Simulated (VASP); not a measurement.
# Re (Pm-3m) in VASP: further runs, part 2 of 2

VASP 6.6.1. The steps go on from the part before.

## 3. Single point, PBEsol

This run uses another cell than the first one, of 14.89 Å³/atom.

Input file INCAR:

```
PREC = Accurate
ENCUT = 520
EDIFF = 1E-6
ISMEAR = -1
SIGMA = 0.1
LREAL = F
LASPH = T
NELM = 60
ALGO = Normal
ISIF = 2
LWAVE = F
LCHARG = F
GGA = PS
NBANDS = 10
```

Input file KPOINTS:

```
Automatic mesh
0
Gamma
  16 16 16
```

Input file POSCAR:

```
Re
1.0
    2.4602772451      0.0000000000      0.0000000000
    0.0000000000      2.4602772451      0.0000000000
    0.0000000000      0.0000000000      2.4602772451
Re
1
Direct
    0.0000000000      0.0000000000      0.0000000000
```

Potentials or basis: VASP PAW PBE potentials, release 64 (Re).

Started as:

```bash
$ cat potpaw_PBE.64/Re/POTCAR > POTCAR
$ mpirun -np 1 vasp_std > vasp.out
```

OUTCAR:

```text
PREC = Accurate
   ENCUT = 520
   EDIFF = 1E-6
   ISMEAR = -1
   LREAL = F
   LASPH = T
   NELM = 60
   ISIF = 2
   GGA = PS

 ion  position               nearest neighbor table
   1  0.000  0.000  0.000-

  LATTYP: Found a simple cubic cell.
 ALAT       =     2.4602772451

  Lattice vectors:

 A1 = (   2.4602772451,   0.0000000000,   0.0000000000)
 A2 = (   0.0000000000,   2.4602772451,   0.0000000000)
 A3 = (   0.0000000000,   0.0000000000,   2.4602772451)

Analysis of symmetry for initial positions (statically):
=====================================================================
 Subroutine PRICEL returns:
 Original cell was already a primitive cell.

 Routine SETGRP: Setting up the symmetry group for a
 simple cubic supercell.

 Subroutine GETGRP returns: Found 48 space group operations
 (whereof 48 operations were pure point group operations)
 out of a pool of 48 trial point group operations.

The static configuration has the point symmetry O_h .

Analysis of symmetry for dynamics (positions and initial velocities):
=====================================================================
 Subroutine PRICEL returns:
[... 154 lines left out ...]
 E-fermi :   8.2056     XC(G=0): -13.5984

 val. band max:        8.1956865185   @ k =   0.4375   0.4375   0.2500
 cond. band min:       8.2204325281   @ k =   0.4375   0.1250   0.0000
 fundamental gap:      0.0247460096
 Fermi energy:         8.2055710136

 k-point     1 :       0.0000    0.0000    0.0000
  band No.  band energies     occupation
      1      -2.0284      2.00000
      2       1.8106      2.00000
      3       1.8106      2.00000
      4      12.4968      0.00000
      5      12.4969      0.00000
      6      12.4969      0.00000
      7      24.7043      0.00000
      8      24.7043      0.00000
      9      24.7043      0.00000
     10      31.3685      0.00000
[... 287 lines left out ...]
 k-point    24 :       0.5000    0.1250    0.0000
  band No.  band energies     occupation
      1       2.2705      2.00000
      2       3.6848      2.00000
      3       4.8609      2.00000
      4       8.0944      1.50487
      5       9.8152      0.00000
      6      12.2121      0.00000
      7      18.2223      0.00000
      8      24.6037      0.00000
      9      29.0654      0.00000
     10      29.5484      0.00000

 [... further k-points ...]
[... 5 lines left out ...]
  --------------------------------------------------------------------------------------
  -------------------------------------------------------------------------------------
  Total        3.6582370      3.6582370      3.6582370     -0.0000000      0.0000000      0.0000000
  in kB      393.5775056    393.5775056    393.5775056     -0.0000000      0.0000000      0.0000000
  external PRESSURE =     393.5775056 kB  Pullay stress =       0.0000000 kB

 VOLUME and BASIS-vectors are now :
 -----------------------------------------------------------------------------
  energy-cutoff  :      520.00
  volume of cell :       14.89
      direct lattice vectors                 reciprocal lattice vectors
     2.460277245  0.000000000  0.000000000     0.406458257  0.000000000  0.000000000
     0.000000000  2.460277245  0.000000000     0.000000000  0.406458257  0.000000000
     0.000000000  0.000000000  2.460277245     0.000000000  0.000000000  0.406458257

 POSITION                                       TOTAL-FORCE (eV/Angst)
 -----------------------------------------------------------------------------------
      0.00000      0.00000      0.00000         0.000000      0.000000      0.000000
 -----------------------------------------------------------------------------------
    total drift:                               -0.000000      0.000000      0.000000

  FREE ENERGIE OF THE ION-ELECTRON SYSTEM (eV)
  ---------------------------------------------------
  free  energy   TOTEN  =       -11.7489574140 eV

  energy  without entropy=      -11.7085299688  energy(sigma->0) =      -11.72874369
```

OSZICAR:

```text
N       E                     dE             d eps       ncg     rms          rms(c)
DAV:   1     0.603388953827E+01    0.60339E+01   -0.34354E+03  5170   0.769E+02
DAV:   2    -0.118541458128E+02   -0.17888E+02   -0.16425E+02  5088   0.165E+02
DAV:   3    -0.121926803423E+02   -0.33853E+00   -0.32631E+00  5398   0.376E+01
DAV:   4    -0.121947878402E+02   -0.21075E-02   -0.21054E-02  5398   0.144E+00
DAV:   5    -0.121947920086E+02   -0.41685E-05   -0.41679E-05  4876   0.351E-02    0.328E+01
DAV:   6    -0.118743501371E+02    0.32044E+00   -0.25631E-01  5268   0.104E+01    0.164E+01
DAV:   7    -0.117522436861E+02    0.12211E+00   -0.22983E-01  5292   0.940E+00    0.571E-01
DAV:   8    -0.117489279921E+02    0.33157E-02   -0.38371E-03  4200   0.130E+00    0.247E-01
DAV:   9    -0.117489647968E+02   -0.36805E-04   -0.11145E-04  4906   0.837E-02    0.252E-02
DAV:  10    -0.117489574089E+02    0.73880E-05   -0.13282E-05  5170   0.311E-02    0.393E-03
DAV:  11    -0.117489574140E+02   -0.51398E-08   -0.44542E-08  2482   0.522E-03
   1 F= -.11748957E+02 E0= -.11728744E+02  d E =-.404274E-01
```

stdout:

```text
POSCAR found type information on POSCAR Re
 POSCAR found :  1 types and       1 ions
 scaLAPACK will be used
 -----------------------------------------------------------------------------
|                                                                             |
|                                                                             |
|     You enforced a specific xc type in the INCAR file but a different       |
|     I HOPE YOU KNOW WHAT YOU ARE DOING!                                     |
|                                                                             |
 -----------------------------------------------------------------------------

 LDA part: xc-table for (Slater+PW92), standard interpolation
 POSCAR, INCAR and KPOINTS ok, starting setup
 FFT: planning ... GRIDC
 FFT: planning ... GRID_SOFT
 FFT: planning ... GRID
 WAVECAR not read
 entering main loop
```

Run time: 28 s. Hardware: 1 thread of Intel Xeon 8259CL, shared host; peak memory 0.14 GiB.

Results:

* Free energy: -11.7490 eV
* Pressure: 39.4 GPa
* Band gap on the k mesh: zero (an odd number of electrons rules out a gap without spin polarisation)

Caveat: the cell stands under pressure; the PAW data sets were made with another functional, which shifts forces and pressure a little; spin-orbit coupling is left out, which moves the levels of the heavy elements.

## 4. Single point, PBEsol

This run uses another cell than the first one, of 15.66 Å³/atom.

Input file INCAR:

```
SYSTEM = Re
PREC = Accurate ; ENCUT = 520
EDIFF = 1E-6 ; ISMEAR = -1
SIGMA = 0.1 ; LREAL = .False.
LASPH = .True. ; NELM = 100
ALGO = Normal ; ISIF = 2
LWAVE = .False. ; LCHARG = .False.
GGA = PS ; NBANDS = 10
```

Input file KPOINTS:

```
regular mesh
0
Gamma
  16 16 16
  0 0 0
```

Input file POSCAR:

```
Re
1.0
    2.5017289106      0.0000000000      0.0000000000
    0.0000000000      2.5017289106      0.0000000000
    0.0000000000      0.0000000000      2.5017289106
Re
1
Direct
    0.0000000000      0.0000000000      0.0000000000
```

Started as:

```bash
$ cat potpaw_PBE.64/Re/POTCAR > POTCAR
$ mpirun -np 1 vasp_std > vasp.out
```

Run time: 33 s. Hardware: 1 thread of Intel Xeon 8259CL, shared host; peak memory 0.15 GiB.

The run converged. Its results:

| Item | Value |
| --- | --- |
| Free energy | -11.8876 eV |
| Pressure | 19.4 GPa |
| Band gap on the k mesh | zero (an odd number of electrons rules out a gap without spin polarisation) |

Levels at points of the mesh, in eV from the Fermi level:
```
           k point  band 1  band 2  band 3  band 4  band 5  band 6
(0.00, 0.00, 0.00)   -9.87   -5.99   -5.99    3.99    3.99    3.99
(0.50, 0.00, 0.00)   -6.25   -4.94   -1.16   -0.19   -0.19    4.43
(0.50, 0.50, 0.00)   -7.21   -4.20    0.65    0.65    5.02    5.02
(0.50, 0.50, 0.50)   -5.44   -5.44   -5.44    7.31    7.31    7.62
```

Caveat: the cell stands under pressure; the PAW data sets were made with another functional, which shifts forces and pressure a little; spin-orbit coupling is left out, which moves the levels of the heavy elements.

## 5. Single point, PBEsol

This run uses another cell than the first one, of 16.67 Å³/atom.

Input file INCAR:

```
SYSTEM = Re
  PREC = Accurate
  ENCUT = 520
  EDIFF = 1E-7
  ISMEAR = -1
  SIGMA = 0.1
  LREAL = .FALSE.
  LASPH = .TRUE.
  NELM = 80
  ALGO = Normal
  ISIF = 2
  LWAVE = .FALSE.
  LCHARG = .FALSE.
  GGA = PS
  NBANDS = 10
```

Input file KPOINTS:

```
Automatic mesh
0
G
  16 16 16
  0 0 0
```

Input file POSCAR:

```
Re
1.0
    2.5547622807      0.0000000000      0.0000000000
    0.0000000000      2.5547622807      0.0000000000
    0.0000000000      0.0000000000      2.5547622807
Re
1
Direct
    0.0000000000      0.0000000000      0.0000000000
```

Started as:

```bash
$ cat potpaw_PBE.64/Re/POTCAR > POTCAR
$ mpirun -np 1 vasp_std > vasp.out
```

Run time: 34 s. Hardware: 1 thread of Intel Xeon 8259CL, shared host; peak memory 0.15 GiB.

The run converged. Its results:

```
Free energy            : -11.9436 eV
Pressure               : -0.8 GPa
Band gap on the k mesh : zero (an odd number of electrons rules out a gap without spin polarisation)
```

Levels at points of the mesh, in eV from the Fermi level:
| k point | band 1 | band 2 | band 3 | band 4 | band 5 | band 6 | band 7 | band 8 |
| --- | --- | --- | --- | --- | --- | --- | --- | --- |
| (0.00, 0.00, 0.00) | -9.42 | -5.52 | -5.52 | 3.62 | 3.62 | 3.62 | 15.51 | 15.51 |
| (0.50, 0.00, 0.00) | -5.95 | -4.56 | -1.08 | -0.14 | -0.14 | 4.02 | 8.59 | 15.18 |
| (0.50, 0.50, 0.00) | -6.58 | -3.96 | 0.61 | 0.61 | 4.75 | 4.75 | 6.36 | 14.13 |
| (0.50, 0.50, 0.50) | -4.95 | -4.95 | -4.95 | 6.64 | 6.64 | 7.84 | 11.83 | 11.83 |

Caveat: the PAW data sets were made with another functional, which shifts forces and pressure a little; spin-orbit coupling is left out, which moves the levels of the heavy elements.

## 6. Summary

```csv
cell,gap on the mesh (eV),pressure (GPa)
"a = 2.426 Å, 1 atom",none,59.3
"a = 2.460 Å, 1 atom",none,39.4
"a = 2.502 Å, 1 atom",none,19.4
"a = 2.555 Å, 1 atom",none,-0.8
```

Alike in all rows: task single point; level PBEsol; potentials or basis VASP PAW PBE potentials, release 64 (Re); no spin polarisation; k mesh 16 × 16 × 16; cutoff (eV) 520; smearing fermi-dirac 0.1 eV.

Caveats: the PAW data sets were made with another functional, which shifts forces and pressure a little; spin-orbit coupling is left out, which moves the levels of the heavy elements; the cell stands under pressure (at least some runs).

Absolute energies hang on the potentials; compare differences alone.

The gap in the log of VASP goes by the Fermi energy; the results here count the filled bands.